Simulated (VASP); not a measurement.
# Ti (P6_3/mmc) in VASP: notebook

Runs on Ti. Level: PBE. Tasks: single point.

Everything below comes from runs of VASP 6.6.1. Logs are shortened: lines on timing, memory, paths and dates and some standing lists are left out, and cuts for length are marked.

### Step 1. The cell of the first run

It takes space group P6_3/mmc (No. 194, hexagonal). Conventional cell: a = 2.817 Å, b = 2.817 Å, c = 4.686 Å, α = 90.00°, β = 90.00°, γ = 120.00°. Ti (site symmetry -6m2) has 12 Ti at 2.82 to 2.85 Å within 3.7 Å.

### Step 2. Single point, PBE (strain -0.0450 x Voigt [1, 1, 0, 0, 0, 0])

Input file INCAR:

```
PREC = Accurate ; ENCUT = 520
EDIFF = 1E-6 ; ISMEAR = 0
SIGMA = 0.15 ; LREAL = F
LASPH = T ; NELM = 100
ALGO = Fast ; ISIF = 2
LWAVE = F ; LCHARG = F
GGA = PE ; NBANDS = 19
```

Input file KPOINTS:

```
regular mesh
0
Gamma
  18 18 10
```

Input file POSCAR:

```
Ti
1.0
    2.8172479567      0.0000000000      0.0000000000
   -1.4086239783      2.4398082992      0.0000000000
    0.0000000000      0.0000000000      4.6860000000
Ti
2
Direct
    0.3333333333      0.6666666667      0.2500000000
    0.6666666667      0.3333333333      0.7500000000
```

Potentials or basis: VASP PAW PBE potentials, release 64 (Ti_sv).

The run is started by

```
> cat potpaw_PBE.64/Ti_sv/POTCAR > POTCAR
> mpirun -np 1 vasp_std > vasp.out
```

OUTCAR:

```text
PREC = Accurate
   ENCUT = 520
   EDIFF = 1E-6
   ISMEAR = 0
   LREAL = F
   LASPH = T
   NELM = 100
   ISIF = 2
   GGA = PE

 ion  position               nearest neighbor table
   1  0.333  0.667  0.250-   2 2.85   2 2.85   2 2.85   2 2.85   2 2.85   2 2.85
   2  0.667  0.333  0.750-   1 2.85   1 2.85   1 2.85   1 2.85   1 2.85   1 2.85

  LATTYP: Found a hexagonal cell.
 ALAT       =     2.8172479567
 C/A-ratio  =     1.6633253700

  Lattice vectors:

 A1 = (   2.8172479567,   0.0000000000,   0.0000000000)
 A2 = (  -1.4086239783,   2.4398082992,   0.0000000000)
 A3 = (   0.0000000000,   0.0000000000,   4.6860000000)

Analysis of symmetry for initial positions (statically):
=====================================================================
 Subroutine PRICEL returns:
 Original cell was already a primitive cell.

 Routine SETGRP: Setting up the symmetry group for a
 hexagonal supercell.

 Subroutine GETGRP returns: Found 24 space group operations
 (whereof 12 operations were pure point group operations)
 out of a pool of 24 trial point group operations.

The static configuration has the point symmetry D_3d.
 The point group associated with its full space group is D_6h.

Analysis of symmetry for dynamics (positions and initial velocities):
=====================================================================
 Subroutine PRICEL returns:
 Original cell was already a primitive cell.

 Routine SETGRP: Setting up the symmetry group for a
 hexagonal supercell.

 Subroutine GETGRP returns: Found 24 space group operations
 (whereof 12 operations were pure point group operations)
 out of a pool of 24 trial point group operations.

The dynamic configuration has the point symmetry D_3d.
 The point group associated with its full space group is D_6h.

 Subroutine INISYM returns: Found 24 space group operations
 (whereof 12 operations are pure point group operations),
 and found     1 'primitive' translations

----------------------------------------------------------------------------------------

                                     Primitive cell

  volume of cell :      32.2094

  direct lattice vectors                    reciprocal lattice vectors
     2.817247957  0.000000000  0.000000000     0.354956332  0.204934134  0.000000000
    -1.408623978  2.439808299  0.000000000     0.000000000  0.409868267  0.000000000
     0.000000000  0.000000000  4.686000000     0.000000000  0.000000000  0.213401622

  length of vectors
     2.817247957  2.817247957  4.686000000     0.409868267  0.409868267  0.213401622

  position of ions in fractional coordinates (direct lattice)
     0.333333333  0.666666667  0.250000000
     0.666666667  0.333333333  0.750000000

  ion indices of the primitive-cell ions
   primitive index   ion index
                 1           1
                 2           2

----------------------------------------------------------------------------------------

 KPOINTS: regular mesh

Automatic generation of k-mesh.
 Grid dimensions read from file:
 generate k-points for:   18   18   10

 Generating k-lattice:

  Cartesian coordinates                     Fractional coordinates (reciprocal lattice)
     0.019719796  0.011385230  0.000000000     0.055555556  0.000000000  0.000000000
     0.000000000  0.022770459  0.000000000     0.000000000  0.055555556  0.000000000
     0.000000000  0.000000000  0.021340162     0.000000000  0.000000000  0.100000000

  Length of vectors
     0.022770459  0.022770459  0.021340162

  Shift w.r.t. Gamma in fractional coordinates (k-lattice)
     0.000000000  0.000000000  0.000000000

 Subroutine IBZKPT returns following result:
 ===========================================

 Found    222 irreducible k-points:

 Following reciprocal coordinates:
            Coordinates               Weight
  0.000000  0.000000  0.000000      1.000000
  0.055556  0.000000  0.000000      6.000000
  0.111111  0.000000  0.000000      6.000000
  0.166667  0.000000  0.000000      6.000000
  0.222222  0.000000  0.000000      6.000000
  0.277778  0.000000  0.000000      6.000000
[... 16 lines left out ...]
  0.333333  0.111111  0.000000     12.000000
  0.388889  0.111111  0.000000     12.000000
 [... further k-points ...]
   k-points           NKPTS =    222   k-points in BZ     NKDIM =    222   number of bands    NBANDS=     19
   number of dos      NEDOS =    301   number of ions     NIONS =      2
   total plane-waves  NPLWV =  20736
   dimension x,y,z NGX =    24 NGY =   24 NGZ =   36
   dimension x,y,z NGXF=    48 NGYF=   48 NGZF=   72
   ions per type =               2
   NGX,Y,Z   is equivalent  to a cutoff of  14.16, 14.16, 12.77 a.u.
   NGXF,Y,Z  is equivalent  to a cutoff of  28.32, 28.32, 25.54 a.u.
 SYSTEM =  unknown system
   PREC   = accura    normal or accurate (medium, high low for compatibility)
   ISTART =      0    job   : 0-new  1-cont  2-samecut
   ICHARG =      2    charge: 1-file 2-atom 10-const
   ISPIN  =      1    spin polarized calculation?
   LNONCOLLINEAR =      F non collinear calculations
   LSORBIT =      F    spin-orbit coupling
   LASPH  =      T    aspherical Exc in radial PAW
   ENCUT  =  520.0 eV  38.22 Ry    6.18 a.u.   5.24  5.24  8.71*2*pi/ulx,y,z
   NELM   =    100;   NELMIN=  2; NELMDL= -5     # of ELM steps
   EDIFF  = 0.1E-05   stopping-criterion for ELM
   LREAL  =      F    real-space projection
   EDIFFG = 0.1E-04   stopping-criterion for IOM
   NSW    =      0    number of steps for IOM
   IBRION =     -1    ionic relax: 0-MD 1-quasi-New 2-CG
   NFREE  =      0    steps in history (QN), initial steepest desc. (CG)
   ISIF   =      2    stress and relaxation
   ISYM   =      2    0-nonsym 1-usesym 2-fastsym
   POTIM  = 0.5000    time-step for ionic-motion
   TEBEG  =    0.0;   TEEND  =   0.0 temperature during run
   PSTRESS=    0.0 pullay stress
   NELECT =      24.0000    total number of electrons
   NUPDOWN=      -1.0000    fix difference up-down
   EMIN   =  10.00;   EMAX   =-10.00  energy-range for DOS
   EFERMI =   0.00;   METHOD = LEGACY
   ISMEAR =     0;   SIGMA  =   0.15  broadening in eV -4-tet -1-fermi 0-gaus
   EFERMI_NEDOS =   21; number of points for ismear=-14 and -15
   IALGO  =     68    algorithm
   IMIX   =      4    mixing-type and parameters
     AMIX     =   0.40;   BMIX     =  1.00
     AMIX_MAG =   1.60;   BMIX_MAG =  1.00
  volume/ion in A,a.u.               =      16.10       108.68
  Fermi-wavevector in a.u.,A,eV,Ry     =   1.484172  2.804678 29.970457  2.202766
  Thomas-Fermi vector in A             =   2.597742
   LORBIT       =      0    0 simple, 1 ext, 2 COOP (PROOUT), +10 PAW based schemes
   GGA     = PE    functional components
   LHFCALC =     F    Hartree Fock is set to
   AEXX    =    0.0000 exact exchange contribution
   IVDW    =     0    specifies the selected vdW correction
   LEPSILON=     F    determine dielectric tensor
   LRPA    =     F    only Hartree local field effects (RPA)
 non-spin polarized calculation
 RMM-DIIS sequential band-by-band and
 Gauss-broadening in eV      SIGMA  =   0.15
  energy-cutoff  :      520.00
  volume of cell :       32.21
 maximum number of plane-waves:       882
 NGX is ok and might be reduce to    24
   NGX = 11   NGY = 11   NGZ = 17

 number of electron      23.9999999 magnetization

 Free energy of the ion-electron system (eV)
  ---------------------------------------------------
  ext. energy  EPLUGINS =         0.00000000
  ---------------------------------------------------
  free energy    TOTEN  =       -15.59368893 eV

  energy without entropy =      -15.57090010  energy(sigma->0) =      -15.58229451

 E-fermi :   9.1410     XC(G=0): -11.8572

 val. band max:        9.1407866178   @ k =   0.2222   0.2222   0.5000
 cond. band min:       9.1426073742   @ k =   0.1667   0.0556   0.3000
 fundamental gap:      0.0018207564
 Fermi energy:         9.1410122154

 k-point     1 :       0.0000    0.0000    0.0000
  band No.  band energies     occupation
      1     -47.5609      2.00000
      2     -47.4066      2.00000
      3     -24.1926      2.00000
      4     -23.3883      2.00000
      5     -23.3883      2.00000
      6     -23.3767      2.00000
[... 11 lines left out ...]
     18      11.1889      0.00000
     19      12.6423      0.00000

 k-point     2 :       0.0556    0.0000    0.0000
  band No.  band energies     occupation
      1     -47.5564      2.00000
      2     -47.4041      2.00000
      3     -24.1839      2.00000
      4     -23.4093      2.00000
      5     -23.3946      2.00000
      6     -23.3792      2.00000
[... 11 lines left out ...]
     18      11.1333      0.00000
     19      12.6684      0.00000

 k-point     3 :       0.1111    0.0000    0.0000
  band No.  band energies     occupation
      1     -47.5433      2.00000
      2     -47.3971      2.00000
      3     -24.1585      2.00000
      4     -23.4698      2.00000
      5     -23.4127      2.00000
      6     -23.3868      2.00000
[... 11 lines left out ...]
     18      10.9856      0.00000
     19      12.7320      0.00000

 k-point     4 :       0.1667    0.0000    0.0000
  band No.  band energies     occupation
      1     -47.5228      2.00000
      2     -47.3867      2.00000
      3     -24.1181      2.00000
      4     -23.5629      2.00000
      5     -23.4672      2.00000
      6     -23.4396      2.00000
[... 11 lines left out ...]
     18      11.0604      0.00000
     19      12.8057      0.00000

 k-point     5 :       0.2222    0.0000    0.0000
  band No.  band energies     occupation
      1     -47.4971      2.00000
      2     -47.3743      2.00000
      3     -24.0656      2.00000
      4     -23.6774      2.00000
      5     -23.5778      2.00000
      6     -23.4718      2.00000
[... 11 lines left out ...]
     18      11.4518      0.00000
     19      12.8704      0.00000
[... 334 lines left out ...]
      2     -47.3585      2.00000
      3     -23.9848      2.00000
      4     -23.7977      2.00000
      5     -23.7316      2.00000
      6     -23.5182      2.00000
[... 11 lines left out ...]
     18      12.2903      0.00000
     19      12.8236      0.00000

 k-point    22 :       0.2778    0.1111    0.0000
  band No.  band energies     occupation
      1     -47.4328      2.00000
      2     -47.3494      2.00000
      3     -23.9218      2.00000
      4     -23.9028      2.00000
      5     -23.8111      2.00000
      6     -23.5626      2.00000
[... 11 lines left out ...]
     18      12.8346      0.00000
     19      12.8470      0.00000

 k-point    23 :       0.3333    0.1111    0.0000
  band No.  band energies     occupation
      1     -47.4091      2.00000
      2     -47.3436      2.00000
      3     -23.9881      2.00000
      4     -23.8752      2.00000
      5     -23.8613      2.00000
      6     -23.5986      2.00000
[... 11 lines left out ...]
     18      12.8393      0.00000
     19      13.4112      0.00000

 k-point    24 :       0.3889    0.1111    0.0000
  band No.  band energies     occupation
      1     -47.3919      2.00000
      2     -47.3415      2.00000
      3     -24.0434      2.00000
      4     -23.9169      2.00000
      5     -23.8128      2.00000
      6     -23.6218      2.00000
[... 11 lines left out ...]
     18      12.9277      0.00000
     19      13.9608      0.00000

 [... further k-points ...]
[... 5 lines left out ...]
  --------------------------------------------------------------------------------------
  -------------------------------------------------------------------------------------
  Total        2.2655394      2.2655394      1.0883756      0.0000000      0.0000000      0.0000000
  in kB      112.6935698    112.6935698     54.1385141      0.0000000      0.0000000      0.0000000
  external PRESSURE =      93.1752179 kB  Pullay stress =       0.0000000 kB

 VOLUME and BASIS-vectors are now :
 -----------------------------------------------------------------------------
  energy-cutoff  :      520.00
  volume of cell :       32.21
      direct lattice vectors                 reciprocal lattice vectors
     2.817247957  0.000000000  0.000000000     0.354956332  0.204934134  0.000000000
    -1.408623978  2.439808299  0.000000000     0.000000000  0.409868267  0.000000000
     0.000000000  0.000000000  4.686000000     0.000000000  0.000000000  0.213401622

 POSITION                                       TOTAL-FORCE (eV/Angst)
 -----------------------------------------------------------------------------------
     -0.00000      1.62654      1.17150         0.000000     -0.000000      0.000000
      1.40862      0.81327      3.51450        -0.000000      0.000000      0.000000
 -----------------------------------------------------------------------------------
    total drift:                               -0.000000      0.000000     -0.000000

  FREE ENERGIE OF THE ION-ELECTRON SYSTEM (eV)
  ---------------------------------------------------
  free  energy   TOTEN  =       -15.5936889302 eV

  energy  without entropy=      -15.5709000956  energy(sigma->0) =      -15.58229451
```

Run time: 4.2 min. Hardware: 1 thread of AMD EPYC 9R45 (Zen 5), shared host; peak memory 0.2 GiB.

Results:

```yaml
Free_energy: -15.5937 eV
Pressure: 9.3 GPa
Band_gap_on_the_k_mesh: zero (band 12 reaches 9.77 eV, above the bottom of band 13 at 8.81 eV)
```

Stress tensor (GPa, compression positive):
```
11.27  0.00  0.00
 0.00 11.27  0.00
 0.00  0.00  5.41
```

Caveat: the cell differs from its parent crystal (strain -0.0450 x Voigt [1, 1, 0, 0, 0, 0]).

### Step 3. Single point, PBE (strain -0.0150 x Voigt [1, 1, 0, 0, 0, 0])

Input file INCAR:

```
PREC = Accurate ; ENCUT = 520
EDIFF = 1E-7 ; ISMEAR = 0
SIGMA = 0.15 ; LREAL = False
LASPH = True ; NELM = 100
ALGO = Fast ; ISIF = 2
LWAVE = False ; LCHARG = False
GGA = PE ; NBANDS = 19
```

Input file KPOINTS:

```
Automatic mesh
0
Gamma
  18 18 10
```

Input file POSCAR:

```
Ti
1.0
    2.9057478925      0.0000000000      0.0000000000
   -1.4528739462      2.5164514919      0.0000000000
    0.0000000000      0.0000000000      4.6860000000
Ti
2
Direct
    0.3333333333      0.6666666667      0.2500000000
    0.6666666667      0.3333333333      0.7500000000
```

Potentials or basis: VASP PAW PBE potentials, release 64 (Ti_sv).

The run is started by

```
> cat potpaw_PBE.64/Ti_sv/POTCAR > POTCAR
> mpirun -np 1 vasp_std > vasp.out
```

Run time: 5.6 min. Hardware: 1 thread of AMD EPYC 9R45 (Zen 5), shared host; peak memory 0.21 GiB.

The run converged. Its results:

```
Free energy            : -15.6785 eV
Pressure               : 1.4 GPa
Band gap on the k mesh : zero (band 12 reaches 9.27 eV, above the bottom of band 13 at 8.15 eV)
```

Stress tensor (GPa, compression positive):
```
 2.09  0.00  0.00
 0.00  2.09  0.00
 0.00  0.00 -0.06
```

Levels at points of the mesh, in eV from the Fermi level:
```
           k point  band 8  band 9  band 10  band 11  band 12  band 13  band 14  band 15  band 16  band 17
(0.00, 0.00, 0.00)  -32.65   -6.24    -2.73     0.65     0.79     0.81     0.81     1.29     1.29     1.75
(0.50, 0.00, 0.00)  -32.73   -2.34    -2.18    -1.89    -0.54     0.58     0.58     1.13     3.47     3.60
(0.00, 0.00, 0.50)  -32.70   -4.40    -4.40     0.02     0.02     0.74     0.74     0.74     0.74     2.85
(0.50, 0.00, 0.50)  -32.82   -2.57    -2.57    -0.86    -0.86     1.39     1.39     1.81     1.81     3.59
```

Caveat: the cell differs from its parent crystal (strain -0.0150 x Voigt [1, 1, 0, 0, 0, 0]).

### Step 4. Single point, PBE (strain +0.0150 x Voigt [1, 1, 0, 0, 0, 0])

Input file INCAR:

```
PREC = Accurate ; ENCUT = 520
EDIFF = 1E-7 ; ISMEAR = 0
SIGMA = 0.15 ; LREAL = False
LASPH = True ; NELM = 80
ALGO = Fast ; ISIF = 2
LWAVE = False ; LCHARG = True
GGA = PE ; LELF = True
LVHAR = True ; NBANDS = 19
```

KPOINTS is that of step 3.

Input file POSCAR:

```
Ti
1.0
    2.9942478283      0.0000000000      0.0000000000
   -1.4971239141      2.5930946845      0.0000000000
    0.0000000000      0.0000000000      4.6860000000
Ti
2
Direct
    0.3333333333      0.6666666667      0.2500000000
    0.6666666667      0.3333333333      0.7500000000
```

The run is started by

```
> cat potpaw_PBE.64/Ti_sv/POTCAR > POTCAR
> mpirun -np 1 vasp_std > vasp.out
```

Wall time 5.7 min (1 thread of AMD EPYC 9R45 (Zen 5), shared host); peak memory 0.22 GiB.

Results (log left out):

```
Free energy            : -15.6572 eV
Pressure               : -4.9 GPa
Band gap on the k mesh : zero (band 12 reaches 8.59 eV, above the bottom of band 13 at 7.53 eV)
```

Stress tensor (GPa, compression positive):
```
-5.25  0.00  0.00
 0.00 -5.25  0.00
 0.00  0.00 -4.21
```

Levels at points of the mesh, in eV from the Fermi level:
| k point | band 8 | band 9 | band 10 | band 11 | band 12 | band 13 | band 14 | band 15 | band 16 | band 17 |
| --- | --- | --- | --- | --- | --- | --- | --- | --- | --- | --- |
| (0.00, 0.00, 0.00) | -32.84 | -6.10 | -2.57 | 0.73 | 0.73 | 0.76 | 0.92 | 1.21 | 1.21 | 1.48 |
| (0.50, 0.00, 0.00) | -32.90 | -2.30 | -2.03 | -1.72 | -0.71 | 0.41 | 0.63 | 1.15 | 3.10 | 3.33 |
| (0.00, 0.00, 0.50) | -32.89 | -4.27 | -4.27 | 0.13 | 0.13 | 0.62 | 0.62 | 0.62 | 0.62 | 2.64 |
| (0.50, 0.00, 0.50) | -32.98 | -2.42 | -2.42 | -0.74 | -0.74 | 1.20 | 1.20 | 1.61 | 1.61 | 3.24 |

Caveat: the cell differs from its parent crystal (strain +0.0150 x Voigt [1, 1, 0, 0, 0, 0]).

### Step 5. Summary

| cell | further INCAR settings | gap on the mesh (eV) | pressure (GPa) |
| --- | --- | --- | --- |
| a = 2.817, b = 2.817, c = 4.686 Å, angles 90.0, 90.0, 120.0°, 2 atoms | ALGO = Fast; EDIFF = 1e-06; NBANDS = 19 | none | 9.3 |
| a = 2.906, b = 2.906, c = 4.686 Å, angles 90.0, 90.0, 120.0°, 2 atoms | ALGO = Fast; EDIFF = 1e-07; NBANDS = 19 | none | 1.4 |
| a = 2.994, b = 2.994, c = 4.686 Å, angles 90.0, 90.0, 120.0°, 2 atoms | ALGO = Fast; EDIFF = 1e-07; NBANDS = 19 | none | -4.9 |

Alike in all rows: task single point; level PBE; potentials or basis VASP PAW PBE potentials, release 64 (Ti_sv); no spin polarisation; k mesh 18 × 18 × 10; cutoff (eV) 520; smearing gaussian 0.15 eV.

Absolute energies hang on the potentials; compare differences alone.
